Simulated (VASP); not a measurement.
A run of VASP 6.6.1:

INCAR

```
SYSTEM = Mg2Si
PREC = Accurate
ENCUT = 600
EDIFF = 1E-6
ISMEAR = 0
SIGMA = 0.1
LREAL = .FALSE.
LASPH = .TRUE.
NELM = 120
ALGO = Normal
ISIF = 2
LWAVE = .FALSE.
LCHARG = .FALSE.
GGA = PS
NBANDS = 11
ISYM = 0
GGA_COMPAT = .FALSE.
```

File KPOINTS:

```
Automatic mesh
0
Gamma
  2 2 2
  0.5 0.5 0
```

POSCAR

```
Mg2Si
1.0
    0.0000000000      3.1698179195      3.1698179195
    3.1698179195      0.0000000000      3.1698179195
    3.1698179195      3.1698179195      0.0000000000
Mg Si
2 1
Direct
    0.2500000000      0.2500000000      0.2500000000
    0.7500000000      0.7500000000      0.7500000000
    0.0000000000      0.0000000000      0.0000000000
```

Potentials or basis: VASP PAW PBE potentials, release 64 (Mg, Si).

The run is started by

```bash
$ cat potpaw_PBE.64/Mg/POTCAR potpaw_PBE.64/Si/POTCAR > POTCAR
$ mpirun -np 1 vasp_std > vasp.out
```

Hardware: 1 thread of Intel Xeon 8259CL (shared host).

**Question.** How long does it take, and how much memory?

**Answer.** Run time: 18 s on 1 thread of Intel Xeon 8259CL, with other jobs on the host, peak memory 0.2 GiB. Counts: scf iterations 12, k points 12.
